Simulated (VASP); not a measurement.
# AlNi3 (Pm-3m) in VASP: density of states with PBE

Aim: the density of states of AlNi3 with PBE.

All numbers are computed with VASP 6.6.1; they aren't measurements. Logs are shortened: lines on timing, memory, paths and dates and some standing lists are left out, and cuts for length are marked.

## Step 1: The cell of the first run

The structure is cubic, space group Pm-3m (No. 221). The conventional cell has a = 3.567 Å, b = 3.567 Å, c = 3.567 Å, α = 90.00°, β = 90.00°, γ = 90.00°. Within 3.3 Å of Al (site symmetry m-3m) lie 12 Ni at 2.52 Å. Ni (site symmetry 4/mmm) has 4 Al at 2.52 Å and 8 Ni at 2.52 Å within 3.3 Å.

## Step 2: Density of states, PBE, collinear spin, ferromagnetic start

Contents of POSCAR:

```
AlNi3
1.0
    3.5666789130      0.0000000000      0.0000000000
    0.0000000000      3.5666789130      0.0000000000
    0.0000000000      0.0000000000      3.5666789130
Al Ni
1 3
Direct
    0.0000000000      0.0000000000      0.0000000000
    0.0000000000      0.5000000000      0.5000000000
    0.5000000000      0.0000000000      0.5000000000
    0.5000000000      0.5000000000      0.0000000000
```

Contents of INCAR.step1:

```
SYSTEM = AlNi3
  PREC = Accurate
  ENCUT = 520
  EDIFF = 1E-6
  ISMEAR = 0
  SIGMA = 0.1
  LREAL = .False.
  LASPH = .True.
  NELM = 150
  ALGO = Normal
  ISIF = 2
  LWAVE = .False.
  LCHARG = .True.
  ISPIN = 2
  MAGMOM = 0 0.3 0.3 0.3
  LMAXMIX = 4
  GGA = PE
  NBANDS = 28
```

Contents of KPOINTS.step1:

```
regular mesh
0
Gamma
  12 12 12
  0 0 0
```

Contents of INCAR.step2:

```
SYSTEM = AlNi3
  PREC = Accurate
  ENCUT = 520
  EDIFF = 1E-6
  ISMEAR = -5
  SIGMA = 0.1
  LREAL = .False.
  LASPH = .True.
  NELM = 150
  ALGO = Normal
  ISIF = 2
  LWAVE = .False.
  LCHARG = .False.
  ISPIN = 2
  MAGMOM = 0 0.3 0.3 0.3
  LORBIT = 11
  LMAXMIX = 4
  GGA = PE
  NBANDS = 28
  NEDOS = 1001
  ICHARG = 11
```

Contents of KPOINTS.step2:

```
regular mesh
0
Gamma
  18 18 18
  0 0 0
```

Potentials or basis: VASP PAW PBE potentials, release 64 (Al, Ni).

The run is started by

```console
$ cat potpaw_PBE.64/Al/POTCAR potpaw_PBE.64/Ni/POTCAR > POTCAR
$ cp INCAR.step1 INCAR
$ cp KPOINTS.step1 KPOINTS
$ mpirun -np 1 vasp_std > vasp.out
$ cp INCAR.step2 INCAR
$ cp KPOINTS.step2 KPOINTS
$ mpirun -np 1 vasp_std > vasp.out
```

OUTCAR:

```text
SYSTEM = AlNi3
   PREC = Accurate
   ENCUT = 520
   EDIFF = 1E-6
   ISMEAR = -5
   LREAL = .False.
   LASPH = .True.
   NELM = 150
   ISIF = 2
   ISPIN = 2
   LORBIT = 11
   GGA = PE
   ICHARG = 11

 ion  position               nearest neighbor table
   1  0.000  0.000  0.000-   2 2.52   3 2.52   4 2.52   2 2.52   3 2.52   2 2.52   4 2.52   2 2.52
                             3 2.52   4 2.52   3 2.52   4 2.52
   2  0.000  0.500  0.500-   1 2.52   3 2.52   4 2.52   1 2.52   4 2.52   1 2.52   3 2.52   1 2.52
                             3 2.52   4 2.52   4 2.52   3 2.52
   3  0.500  0.000  0.500-   1 2.52   2 2.52   4 2.52   1 2.52   4 2.52   2 2.52   4 2.52   4 2.52
                             1 2.52   2 2.52   1 2.52   2 2.52
   4  0.500  0.500  0.000-   1 2.52   2 2.52   3 2.52   2 2.52   3 2.52   1 2.52   3 2.52   3 2.52
                             1 2.52   2 2.52   2 2.52   1 2.52

  LATTYP: Found a simple cubic cell.
 ALAT       =     3.5666789130

  Lattice vectors:

 A1 = (   3.5666789130,   0.0000000000,   0.0000000000)
 A2 = (   0.0000000000,   3.5666789130,   0.0000000000)
 A3 = (   0.0000000000,   0.0000000000,   3.5666789130)

Analysis of symmetry for initial positions (statically):
=====================================================================
 Subroutine PRICEL returns:
 Original cell was already a primitive cell.

 Routine SETGRP: Setting up the symmetry group for a
 simple cubic supercell.

 Subroutine GETGRP returns: Found 48 space group operations
 (whereof 48 operations were pure point group operations)
 out of a pool of 48 trial point group operations.

The static configuration has the point symmetry O_h .

Analysis of symmetry for dynamics (positions and initial velocities):
=====================================================================
 Subroutine PRICEL returns:
 Original cell was already a primitive cell.

 Routine SETGRP: Setting up the symmetry group for a
 simple cubic supercell.

 Subroutine GETGRP returns: Found 48 space group operations
 (whereof 48 operations were pure point group operations)
 out of a pool of 48 trial point group operations.

The dynamic configuration has the point symmetry O_h .

Analysis of structural, dynamic, and magnetic symmetry:
=====================================================================
 Subroutine PRICEL returns:
 Original cell was already a primitive cell.

 Routine SETGRP: Setting up the symmetry group for a
 simple cubic supercell.

 Subroutine GETGRP returns: Found 48 space group operations
 (whereof 48 operations were pure point group operations)
 out of a pool of 48 trial point group operations.

The overall configuration has the point symmetry O_h .

 Subroutine INISYM returns: Found 48 space group operations
 (whereof 48 operations are pure point group operations),
 and found     1 'primitive' translations

----------------------------------------------------------------------------------------

                                     Primitive cell

  volume of cell :      45.3724

  direct lattice vectors                    reciprocal lattice vectors
     3.566678913  0.000000000  0.000000000     0.280372869  0.000000000  0.000000000
     0.000000000  3.566678913  0.000000000     0.000000000  0.280372869  0.000000000
     0.000000000  0.000000000  3.566678913     0.000000000  0.000000000  0.280372869

  length of vectors
     3.566678913  3.566678913  3.566678913     0.280372869  0.280372869  0.280372869

  position of ions in fractional coordinates (direct lattice)
     0.000000000  0.000000000  0.000000000
     0.000000000  0.500000000  0.500000000
     0.500000000  0.000000000  0.500000000
     0.500000000  0.500000000  0.000000000

  ion indices of the primitive-cell ions
   primitive index   ion index
                 1           1
                 2           2
                 3           3
                 4           4

----------------------------------------------------------------------------------------

 KPOINTS: regular mesh

Automatic generation of k-mesh.
 Grid dimensions read from file:
 generate k-points for:   18   18   18

 Generating k-lattice:

  Cartesian coordinates                     Fractional coordinates (reciprocal lattice)
     0.015576271  0.000000000  0.000000000     0.055555556  0.000000000  0.000000000
     0.000000000  0.015576271  0.000000000     0.000000000  0.055555556  0.000000000
     0.000000000  0.000000000  0.015576271     0.000000000  0.000000000  0.055555556

  Length of vectors
     0.015576271  0.015576271  0.015576271

  Shift w.r.t. Gamma in fractional coordinates (k-lattice)
     0.000000000  0.000000000  0.000000000

 TETIRR: Found   2900 inequivalent tetrahedra from    34992

 Subroutine IBZKPT returns following result:
 ===========================================

 Found    220 irreducible k-points:

 Following reciprocal coordinates:
            Coordinates               Weight
  0.000000  0.000000  0.000000      1.000000
  0.055556  0.000000  0.000000      6.000000
  0.111111  0.000000  0.000000      6.000000
  0.166667  0.000000  0.000000      6.000000
  0.222222  0.000000  0.000000      6.000000
  0.277778  0.000000  0.000000      6.000000
[... 16 lines left out ...]
  0.277778  0.111111  0.000000     24.000000
  0.333333  0.111111  0.000000     24.000000
 [... further k-points ...]
   k-points           NKPTS =    220   k-points in BZ     NKDIM =    220   number of bands    NBANDS=     28
   number of dos      NEDOS =   1001   number of ions     NIONS =      4
   total plane-waves  NPLWV =  21952
   dimension x,y,z NGX =    28 NGY =   28 NGZ =   28
   dimension x,y,z NGXF=    56 NGYF=   56 NGZF=   56
   ions per type =               1   3
   NGX,Y,Z   is equivalent  to a cutoff of  13.05, 13.05, 13.05 a.u.
   NGXF,Y,Z  is equivalent  to a cutoff of  26.10, 26.10, 26.10 a.u.
 SYSTEM =  AlNi3
   PREC   = accura    normal or accurate (medium, high low for compatibility)
   ISTART =      0    job   : 0-new  1-cont  2-samecut
   ICHARG =     11    charge: 1-file 2-atom 10-const
   ISPIN  =      2    spin polarized calculation?
   LNONCOLLINEAR =      F non collinear calculations
   LSORBIT =      F    spin-orbit coupling
   LASPH  =      T    aspherical Exc in radial PAW
   ENCUT  =  520.0 eV  38.22 Ry    6.18 a.u.   6.63  6.63  6.63*2*pi/ulx,y,z
   NELM   =    150;   NELMIN=  2; NELMDL=  0     # of ELM steps
   EDIFF  = 0.1E-05   stopping-criterion for ELM
   LREAL  =      F    real-space projection
   EDIFFG = 0.1E-04   stopping-criterion for IOM
   NSW    =      0    number of steps for IOM
   IBRION =     -1    ionic relax: 0-MD 1-quasi-New 2-CG
   NFREE  =      0    steps in history (QN), initial steepest desc. (CG)
   ISIF   =      2    stress and relaxation
   ISYM   =      2    0-nonsym 1-usesym 2-fastsym
   POTIM  = 0.5000    time-step for ionic-motion
   TEBEG  =    0.0;   TEEND  =   0.0 temperature during run
   PSTRESS=    0.0 pullay stress
   NELECT =      33.0000    total number of electrons
   NUPDOWN=      -1.0000    fix difference up-down
   EMIN   =  10.00;   EMAX   =-10.00  energy-range for DOS
   EFERMI =   0.00;   METHOD = LEGACY
   ISMEAR =    -5;   SIGMA  =   0.10  broadening in eV -4-tet -1-fermi 0-gaus
   EFERMI_NEDOS =   21; number of points for ismear=-14 and -15
   IALGO  =     38    algorithm
   IMIX   =      4    mixing-type and parameters
     AMIX     =   0.40;   BMIX     =  1.00
     AMIX_MAG =   1.60;   BMIX_MAG =  1.00
  volume/ion in A,a.u.               =      11.34        76.55
  Fermi-wavevector in a.u.,A,eV,Ry     =   1.472252  2.782153 29.490978  2.167526
  Thomas-Fermi vector in A             =   2.587289
   LORBIT       =     11    0 simple, 1 ext, 2 COOP (PROOUT), +10 PAW based schemes
   GGA     = PE    functional components
   LHFCALC =     F    Hartree Fock is set to
   AEXX    =    0.0000 exact exchange contribution
   IVDW    =     0    specifies the selected vdW correction
   LEPSILON=     F    determine dielectric tensor
   LRPA    =     F    only Hartree local field effects (RPA)
 spin polarized calculation
 Fermi weights with tetrahedron method with Bloechl corrections
  energy-cutoff  :      520.00
  volume of cell :       45.37
 maximum number of plane-waves:      1242
 NGX is ok and might be reduce to    28

 number of electron      33.0000020 magnetization       0.7107282

 Free energy of the ion-electron system (eV)
  ---------------------------------------------------
  ext. energy  EPLUGINS =         0.00000000
  ---------------------------------------------------
  free energy    TOTEN  =       -21.89657680 eV

  energy without entropy =      -21.89657680  energy(sigma->0) =      -21.89657680

 E-fermi :   9.4354     XC(G=0): -12.6553

 val. band max:        9.4545490193   @ k =   0.2778   0.2778   0.1111
 cond. band min:       9.3989937927   @ k =   0.1667   0.0556   0.0000
 fundamental gap:     -0.0555552265
 Fermi energy:         9.4353843830

 spin component 1

 k-point     1 :       0.0000    0.0000    0.0000
  band No.  band energies     occupation
      1      -0.4853      1.00000
      2       5.1655      1.00000
      3       5.8230      1.00000
      4       5.8230      1.00000
      5       6.1658      1.00000
      6       6.1658      1.00000
[... 20 lines left out ...]
     27      23.3204      0.00000
     28      23.3204      0.00000

 k-point     2 :       0.0556    0.0000    0.0000
  band No.  band energies     occupation
      1      -0.4478      1.00000
      2       5.1778      1.00000
      3       5.8008      1.00000
      4       5.8467      1.00000
      5       6.1720      1.00000
      6       6.1720      1.00000
[... 674 lines left out ...]
 k-point    24 :       0.3333    0.1111    0.0000
  band No.  band energies     occupation
      1       0.9629      1.00000
      2       4.3289      1.00000
      3       5.8175      1.00000
      4       6.2758      1.00000
      5       6.3015      1.00000
      6       6.5254      1.00000
[... 20 lines left out ...]
     27      22.2500      0.00000
     28      23.6161      0.00000

 [... further k-points ...]

 spin component 2

 k-point     1 :       0.0000    0.0000    0.0000
  band No.  band energies     occupation
      1      -0.5164      1.00000
      2       5.2425      1.00000
      3       5.9750      1.00000
      4       5.9750      1.00000
      5       6.4542      1.00000
      6       6.4542      1.00000
[... 20 lines left out ...]
     27      23.3179      0.00000
     28      23.3181      0.00000

 k-point     2 :       0.0556    0.0000    0.0000
  band No.  band energies     occupation
      1      -0.4789      1.00000
      2       5.2544      1.00000
      3       5.9491      1.00000
      4       5.9993      1.00000
      5       6.4587      1.00000
      6       6.4587      1.00000
[... 674 lines left out ...]
 k-point    24 :       0.3333    0.1111    0.0000
  band No.  band energies     occupation
      1       0.9320      1.00000
      2       4.3393      1.00000
      3       5.9176      1.00000
      4       6.4514      1.00000
      5       6.5348      1.00000
      6       6.7420      1.00000
[... 20 lines left out ...]
     27      22.2618      0.00000
     28      23.6233      0.00000

 [... further k-points ...]
[... 5 lines left out ...]
  --------------------------------------------------------------------------------------
  -------------------------------------------------------------------------------------
  Total       -0.3523295     -0.3523295     -0.3523295     -0.0000000      0.0000000     -0.0000000
  in kB      -12.4413527    -12.4413527    -12.4413527     -0.0000000      0.0000000     -0.0000000
  external PRESSURE =     -12.4413527 kB  Pullay stress =       0.0000000 kB

 VOLUME and BASIS-vectors are now :
 -----------------------------------------------------------------------------
  energy-cutoff  :      520.00
  volume of cell :       45.37
      direct lattice vectors                 reciprocal lattice vectors
     3.566678913  0.000000000  0.000000000     0.280372869  0.000000000  0.000000000
     0.000000000  3.566678913  0.000000000     0.000000000  0.280372869  0.000000000
     0.000000000  0.000000000  3.566678913     0.000000000  0.000000000  0.280372869

 POSITION                                       TOTAL-FORCE (eV/Angst)
 -----------------------------------------------------------------------------------
      0.00000      0.00000      0.00000         0.000000      0.000000      0.000000
      0.00000      1.78334      1.78334         0.000000      0.000000      0.000000
      1.78334      0.00000      1.78334         0.000000      0.000000      0.000000
      1.78334      1.78334      0.00000         0.000000      0.000000      0.000000
 -----------------------------------------------------------------------------------
    total drift:                                0.000000      0.000000      0.000000

  FREE ENERGIE OF THE ION-ELECTRON SYSTEM (eV)
  ---------------------------------------------------
  free  energy   TOTEN  =       -21.8965767994 eV

  energy  without entropy=      -21.8965767994  energy(sigma->0) =      -21.89657680

 total charge

# of ion       s       p       d       tot
------------------------------------------
    1        0.408   0.390   0.000   0.798
    2        0.491   0.513   8.376   9.379
    3        0.491   0.513   8.376   9.379
    4        0.491   0.513   8.376   9.379
--------------------------------------------------
tot          1.881   1.928  25.127  28.936

 magnetization (x)

# of ion       s       p       d       tot
------------------------------------------
    1       -0.001  -0.008   0.000  -0.009
    2       -0.003  -0.010   0.273   0.260
    3       -0.003  -0.010   0.273   0.260
    4       -0.003  -0.010   0.273   0.260
--------------------------------------------------
tot         -0.010  -0.038   0.820   0.772
```

It took 7.8 min on 1 thread of AMD EPYC 7R43 (Zen 3), shared host; peak memory 0.43 GiB.

What came out:

* Net moment: 0.71 μB per cell
* Site moments: Al -0.01; Ni +0.26 μB
* Valence electrons inside the program's atomic spheres: Al 0.80; Ni 9.38

Levels at points of the mesh, in eV from the Fermi level:
Spin up:
```
           k point  band 15  band 16  band 17  band 18  band 19  band 20
(0.00, 0.00, 0.00)    -0.10    -0.10     0.87     0.87     0.87     6.51
(0.50, 0.00, 0.00)    -1.04    -0.51    -0.10     5.45     5.45     5.56
(0.50, 0.50, 0.00)    -0.99    -0.96    -0.58     0.81     0.81     8.08
(0.50, 0.50, 0.50)    -1.06    -0.27    -0.27    -0.27    -0.15     3.32
```
Spin down:
```csv
k point,band 12,band 13,band 14,band 15,band 16,band 17,band 18,band 19,band 20,band 21
"(0.00, 0.00, 0.00)",-0.40,0.00,0.34,0.34,0.34,0.83,0.83,0.83,6.60,6.60
"(0.50, 0.00, 0.00)",-1.02,-0.91,-0.91,-0.81,-0.33,0.34,5.50,5.50,5.61,5.61
"(0.50, 0.50, 0.00)",-1.12,-1.12,-1.07,-0.78,-0.58,-0.44,1.10,1.10,8.10,8.17
"(0.50, 0.50, 0.50)",-1.14,-1.14,-0.88,-0.88,-0.18,0.11,0.11,0.11,3.41,4.18
```

Caveat: tetrahedron occupations give inexact forces and stress in metals.
